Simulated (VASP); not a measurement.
# FeO in VASP: a series of runs

Runs on FeO. Level: PBE. Tasks: single point, relaxation of shape and atoms at fixed volume.

All numbers are computed with VASP 6.6.1; they aren't measurements. Logs are shortened: lines on timing, memory, paths and dates and some standing lists are left out, and cuts for length are marked.

### Step 1. The cell of the first run

The typed cell holds 2 atoms: a = 3.016 Å, b = 3.016 Å, c = 3.016 Å, α = 59.99°, β = 59.99°, γ = 59.99°.

### Step 2. Single point, PBE, collinear spin, ferromagnetic start (9.70 Å³/atom)

INCAR

```
ALGO     = Normal         # electronic algorithm
EDIFF    = 1E-7           # SCF threshold, eV
ENCUT    = 520            # plane-wave cutoff, eV
GGA      = PE             # functional
ISIF     = 2              # what is computed and relaxed
ISMEAR   = 0              # smearing method
ISPIN    = 2              # spin polarisation
LASPH    = T              # aspherical terms in the spheres
LCHARG   = T              # write CHGCAR
LELF     = T              # ELF
LMAXMIX  = 4              # l up to which the mixer works
LORBIT   = 11             # projections on sites
LREAL    = F              # projectors in reciprocal space
LVHAR    = T            
LWAVE    = F              # write WAVECAR
MAGMOM   = 3.79 0.35      # initial moments
NBANDS   = 18             # bands
NELM     = 150            # most SCF steps
PREC     = Accurate       # precision mode
SIGMA    = 0.1            # smearing width, eV
```

KPOINTS

```
k-points
0
Gamma
  18 18 18
```

POSCAR

```
FeO
1.0
    1.5078481092      0.8705565118      2.4628710952
   -1.5078481092      0.8705565118      2.4628710952
    0.0000000000     -1.7411130234      2.4628710953
Fe O
1 1
Direct
    0.0000000000      0.0000000000      0.0000000000
    0.5000000000      0.5000000000      0.5000000000
```

Potentials or basis: VASP PAW PBE potentials, release 64 (Fe, O).

Run with:

```bash
> cat potpaw_PBE.64/Fe/POTCAR potpaw_PBE.64/O/POTCAR > POTCAR
> mpirun -np 1 vasp_std > vasp.out
```

OUTCAR:

```text
EDIFF = 1E-7
   ENCUT = 520
   GGA = PE
   ISIF = 2
   ISMEAR = 0
   ISPIN = 2
   LASPH = T
   LORBIT = 11
   LREAL = F
   NELM = 150
   PREC = Accurate

 ion  position               nearest neighbor table
   1  0.000  0.000  0.000-   2 2.13   2 2.13   2 2.13   2 2.13   2 2.13   2 2.13
   2  0.500  0.500  0.500-   1 2.13   1 2.13   1 2.13   1 2.13   1 2.13   1 2.13

  LATTYP: Found a trigonal (rhomboedric) cell.
 ALAT       =     3.0161579190
 COS(alpha) =     0.5001530640

  Lattice vectors:

 A1 = (   1.5078481092,   0.8705565118,   2.4628710952)
 A2 = (  -1.5078481092,   0.8705565118,   2.4628710952)
 A3 = (   0.0000000000,  -1.7411130234,   2.4628710953)

Analysis of symmetry for initial positions (statically):
=====================================================================
 Subroutine PRICEL returns:
 Original cell was already a primitive cell.

 Routine SETGRP: Setting up the symmetry group for a
 trigonal (rhombohedral) supercell.

 Subroutine GETGRP returns: Found 12 space group operations
 (whereof 12 operations were pure point group operations)
 out of a pool of 12 trial point group operations.

The static configuration has the point symmetry D_3d.

Analysis of symmetry for dynamics (positions and initial velocities):
=====================================================================
 Subroutine PRICEL returns:
 Original cell was already a primitive cell.

 Routine SETGRP: Setting up the symmetry group for a
 trigonal (rhombohedral) supercell.

 Subroutine GETGRP returns: Found 12 space group operations
 (whereof 12 operations were pure point group operations)
 out of a pool of 12 trial point group operations.

The dynamic configuration has the point symmetry D_3d.

Analysis of structural, dynamic, and magnetic symmetry:
=====================================================================
 Subroutine PRICEL returns:
 Original cell was already a primitive cell.

 Routine SETGRP: Setting up the symmetry group for a
 trigonal (rhombohedral) supercell.

 Subroutine GETGRP returns: Found 12 space group operations
 (whereof 12 operations were pure point group operations)
 out of a pool of 12 trial point group operations.

The overall configuration has the point symmetry D_3d.

 Subroutine INISYM returns: Found 12 space group operations
[... 113 lines left out ...]
   EFERMI_NEDOS =   21; number of points for ismear=-14 and -15
   IALGO  =     38    algorithm
   IMIX   =      4    mixing-type and parameters
     AMIX     =   0.40;   BMIX     =  1.00
     AMIX_MAG =   1.60;   BMIX_MAG =  1.00
  volume/ion in A,a.u.               =       9.70        65.45
  Fermi-wavevector in a.u.,A,eV,Ry     =   1.468481  2.775027 29.340101  2.156437
  Thomas-Fermi vector in A             =   2.583974
   LORBIT       =     11    0 simple, 1 ext, 2 COOP (PROOUT), +10 PAW based schemes
   GGA     = PE    functional components
   LHFCALC =     F    Hartree Fock is set to
   AEXX    =    0.0000 exact exchange contribution
   IVDW    =     0    specifies the selected vdW correction
   LEPSILON=     F    determine dielectric tensor
   LRPA    =     F    only Hartree local field effects (RPA)
 spin polarized calculation
 Gauss-broadening in eV      SIGMA  =   0.10
  energy-cutoff  :      520.00
  volume of cell :       19.40
 maximum number of plane-waves:       544
   NGX = 11   NGY = 11   NGZ = 11

 number of electron      13.9999997 magnetization       3.9995044

 Free energy of the ion-electron system (eV)
  ---------------------------------------------------
  ext. energy  EPLUGINS =         0.00000000
  ---------------------------------------------------
  free energy    TOTEN  =       -14.92202060 eV

  energy without entropy =      -14.91577132  energy(sigma->0) =      -14.91889596

 E-fermi :   6.5500     XC(G=0): -12.3415

 val. band max:        6.5478611531   @ k =  -0.2222   0.0556   0.0000
 cond. band min:       6.5513244614   @ k =  -0.2222   0.1667   0.0000
 fundamental gap:      0.0034633083
 Fermi energy:         6.5500484783

 spin component 1

 k-point     1 :       0.0000    0.0000    0.0000
  band No.  band energies     occupation
      1     -14.4341      1.00000
      2       2.6418      1.00000
      3       2.6433      1.00000
      4       2.6433      1.00000
      5       2.6434      1.00000
      6       2.6444      1.00000
[... 493 lines left out ...]
     17      32.7880      0.00000
     18      34.8147      0.00000

 [... further k-points ...]

 spin component 2

 k-point     1 :       0.0000    0.0000    0.0000
  band No.  band energies     occupation
      1     -13.8899      1.00000
      2       3.2151      1.00000
      3       3.2166      1.00000
      4       3.2166      1.00000
      5       5.7723      1.00000
      6       5.7736      1.00000
[... 493 lines left out ...]
     17      33.6368      0.00000
     18      35.8413      0.00000

 [... further k-points ...]

------------------------ aborting loop because EDIFF is reached ----------------------------------------

  FORCE on cell =-STRESS in cart. coord.  units (eV):
  Direction    XX          YY          ZZ          XY          YZ          ZX
  --------------------------------------------------------------------------------------
  -------------------------------------------------------------------------------------
  Total        0.7548368      0.7548368      0.7528024      0.0000000     -0.0000000      0.0000000
  in kB       62.3470850     62.3470850     62.1790495      0.0000000     -0.0000000      0.0000000
  external PRESSURE =      62.2910732 kB  Pullay stress =       0.0000000 kB

 VOLUME and BASIS-vectors are now :
 -----------------------------------------------------------------------------
  energy-cutoff  :      520.00
  volume of cell :       19.40
      direct lattice vectors                 reciprocal lattice vectors
     1.507848109  0.870556512  2.462871095     0.331598386  0.191448418  0.135343394
    -1.507848109  0.870556512  2.462871095    -0.331598386  0.191448418  0.135343394
     0.000000000 -1.741113023  2.462871095     0.000000000 -0.382896835  0.135343394

 POSITION                                       TOTAL-FORCE (eV/Angst)
 -----------------------------------------------------------------------------------
      0.00000      0.00000      0.00000        -0.000000      0.000000      0.000000
      0.00000      0.00000      3.69431         0.000000     -0.000000     -0.000000
 -----------------------------------------------------------------------------------
    total drift:                               -0.000000      0.000000     -0.000000

  FREE ENERGIE OF THE ION-ELECTRON SYSTEM (eV)
  ---------------------------------------------------
  free  energy   TOTEN  =       -14.9220205985 eV

  energy  without entropy=      -14.9157713242  energy(sigma->0) =      -14.91889596

 total charge

# of ion       s       p       d       tot
------------------------------------------
    1        0.297   0.380   6.109   6.786
    2        1.556   3.455   0.000   5.012
--------------------------------------------------
tot          1.853   3.836   6.109  11.797

 magnetization (x)

# of ion       s       p       d       tot
------------------------------------------
    1        0.027   0.022   3.565   3.614
    2        0.031   0.277   0.000   0.308
--------------------------------------------------
tot          0.058   0.299   3.565   3.922
```

Wall time 3.8 min (1 thread of AMD EPYC 9R45 (Zen 5), shared host); peak memory 0.37 GiB.

What came out:

```yaml
Free_energy: -14.9220 eV
Pressure: 6.2 GPa
Band_gap_on_the_k_mesh: zero (filled and empty bands overlap)
Net_moment: 4.00 μB per cell
Site_moments: Fe +3.61; O +0.31 μB
Valence_electrons_inside_the_program's_atomic_spheres: Fe 6.79; O 5.01
```

Caveat: the cell stands under pressure; a cell with one magnetic atom can't hold antiferromagnetic order, which such compounds often take; semilocal functionals often make such compounds metallic where correlation or magnetic order opens a gap, which also shifts bond lengths.

### Step 3. Single point, PBE, collinear spin, ferromagnetic start (10.30 Å³/atom)

This run uses another cell than the first one, of 10.30 Å³/atom.

INCAR

```
  PREC = Accurate
  ENCUT = 520
  EDIFF = 1E-7
  ISMEAR = 0
  SIGMA = 0.1
  LREAL = False
  LASPH = True
  NELM = 150
  ALGO = Normal
  ISIF = 2
  LWAVE = False
  LCHARG = True
  ISPIN = 2
  MAGMOM = 3.79 0.35
  LORBIT = 11
  LMAXMIX = 4
  GGA = PE
  LELF = True
  LVHAR = True
  NBANDS = 18
```

KPOINTS

```
regular mesh
0
Gamma
  18 18 18
```

POSCAR

```
FeO
1.0
    1.5383178964      0.8881482516      2.5126394756
   -1.5383178964      0.8881482516      2.5126394756
    0.0000000000     -1.7762965031      2.5126394756
Fe O
1 1
Direct
    0.0000000000      0.0000000000      0.0000000000
    0.5000000000      0.5000000000      0.5000000000
```

Potentials or basis: VASP PAW PBE potentials, release 64 (Fe, O).

Run with:

```bash
> cat potpaw_PBE.64/Fe/POTCAR potpaw_PBE.64/O/POTCAR > POTCAR
> mpirun -np 1 vasp_std > vasp.out
```

OUTCAR:

```text
PREC = Accurate
   ENCUT = 520
   EDIFF = 1E-7
   ISMEAR = 0
   LREAL = False
   LASPH = True
   NELM = 150
   ISIF = 2
   ISPIN = 2
   LORBIT = 11
   GGA = PE

 ion  position               nearest neighbor table
   1  0.000  0.000  0.000-   2 2.18   2 2.18   2 2.18   2 2.18   2 2.18   2 2.18
   2  0.500  0.500  0.500-   1 2.18   1 2.18   1 2.18   1 2.18   1 2.18   1 2.18

  LATTYP: Found a trigonal (rhomboedric) cell.
 ALAT       =     3.0771068232
 COS(alpha) =     0.5001530640

  Lattice vectors:

 A1 = (   1.5383178964,   0.8881482516,   2.5126394756)
 A2 = (  -1.5383178964,   0.8881482516,   2.5126394756)
 A3 = (   0.0000000000,  -1.7762965031,   2.5126394756)

Analysis of symmetry for initial positions (statically):
=====================================================================
 Subroutine PRICEL returns:
 Original cell was already a primitive cell.

 Routine SETGRP: Setting up the symmetry group for a
 trigonal (rhombohedral) supercell.

 Subroutine GETGRP returns: Found 12 space group operations
 (whereof 12 operations were pure point group operations)
 out of a pool of 12 trial point group operations.

The static configuration has the point symmetry D_3d.

Analysis of symmetry for dynamics (positions and initial velocities):
=====================================================================
 Subroutine PRICEL returns:
 Original cell was already a primitive cell.

 Routine SETGRP: Setting up the symmetry group for a
 trigonal (rhombohedral) supercell.

 Subroutine GETGRP returns: Found 12 space group operations
 (whereof 12 operations were pure point group operations)
 out of a pool of 12 trial point group operations.

The dynamic configuration has the point symmetry D_3d.

Analysis of structural, dynamic, and magnetic symmetry:
=====================================================================
 Subroutine PRICEL returns:
 Original cell was already a primitive cell.

 Routine SETGRP: Setting up the symmetry group for a
 trigonal (rhombohedral) supercell.

[... 148 lines left out ...]
  free energy    TOTEN  =       -14.92548044 eV

  energy without entropy =      -14.91853401  energy(sigma->0) =      -14.92200722

 E-fermi :   5.8981     XC(G=0): -12.0093

 val. band max:        5.8961261251   @ k =  -0.2222   0.0556  -0.0000
 cond. band min:       5.8995973641   @ k =  -0.2222   0.1667   0.0000
 fundamental gap:      0.0034712390
 Fermi energy:         5.8980920555

 spin component 1

 k-point     1 :       0.0000    0.0000    0.0000
  band No.  band energies     occupation
      1     -14.5944      1.00000
      2       2.0546      1.00000
      3       2.0555      1.00000
      4       2.0555      1.00000
      5       2.2016      1.00000
      6       2.2030      1.00000
[... 493 lines left out ...]
     17      31.2094      0.00000
     18      33.0206      0.00000

 [... further k-points ...]

 spin component 2

 k-point     1 :       0.0000    0.0000    0.0000
  band No.  band energies     occupation
      1     -14.0722      1.00000
      2       2.7464      1.00000
      3       2.7478      1.00000
      4       2.7478      1.00000
      5       5.2004      1.00000
      6       5.2016      1.00000
[... 493 lines left out ...]
     17      31.9964      0.00000
     18      34.0148      0.00000

 [... further k-points ...]

------------------------ aborting loop because EDIFF is reached ----------------------------------------

  FORCE on cell =-STRESS in cart. coord.  units (eV):
  Direction    XX          YY          ZZ          XY          YZ          ZX
  --------------------------------------------------------------------------------------
  -------------------------------------------------------------------------------------
  Total       -0.6592887     -0.6592887     -0.6616777      0.0000000     -0.0000000      0.0000000
  in kB      -51.2829775    -51.2829775    -51.4688054      0.0000000     -0.0000000      0.0000000
  external PRESSURE =     -51.3449201 kB  Pullay stress =       0.0000000 kB

 VOLUME and BASIS-vectors are now :
 -----------------------------------------------------------------------------
  energy-cutoff  :      520.00
  volume of cell :       20.60
      direct lattice vectors                 reciprocal lattice vectors
     1.538317896  0.888148252  2.512639476     0.325030347  0.187656358  0.132662619
    -1.538317896  0.888148252  2.512639476    -0.325030347  0.187656358  0.132662619
     0.000000000 -1.776296503  2.512639476     0.000000000 -0.375312717  0.132662619

 POSITION                                       TOTAL-FORCE (eV/Angst)
 -----------------------------------------------------------------------------------
      0.00000      0.00000      0.00000         0.000000     -0.000000     -0.000000
      0.00000      0.00000      3.76896        -0.000000      0.000000      0.000000
 -----------------------------------------------------------------------------------
    total drift:                               -0.000000      0.000000     -0.000000

  FREE ENERGIE OF THE ION-ELECTRON SYSTEM (eV)
  ---------------------------------------------------
  free  energy   TOTEN  =       -14.9254804355 eV

  energy  without entropy=      -14.9185340138  energy(sigma->0) =      -14.92200722

 total charge

# of ion       s       p       d       tot
------------------------------------------
    1        0.280   0.340   6.067   6.687
    2        1.556   3.423   0.000   4.979
--------------------------------------------------
tot          1.836   3.762   6.067  11.666

 magnetization (x)

# of ion       s       p       d       tot
------------------------------------------
    1        0.027   0.021   3.575   3.623
    2        0.029   0.267   0.000   0.296
--------------------------------------------------
tot          0.056   0.288   3.575   3.919
```

Run time: 3.9 min. Hardware: 1 thread of AMD EPYC 9R45 (Zen 5), shared host; peak memory 0.38 GiB.

What came out:

```yaml
Free_energy: -14.9255 eV
Pressure: -5.1 GPa
Band_gap_on_the_k_mesh: zero (filled and empty bands overlap)
Net_moment: 4.00 μB per cell
Site_moments: Fe +3.62; O +0.30 μB
Valence_electrons_inside_the_program's_atomic_spheres: Fe 6.69; O 4.98
```

Caveat: the cell stands under tension; a cell with one magnetic atom can't hold antiferromagnetic order, which such compounds often take; semilocal functionals often make such compounds metallic where correlation or magnetic order opens a gap, which also shifts bond lengths. With open d or f shells a metallic result of PBE can be an artefact of self-interaction; +U or a hybrid may open a gap.

[end of part 1 of 2]
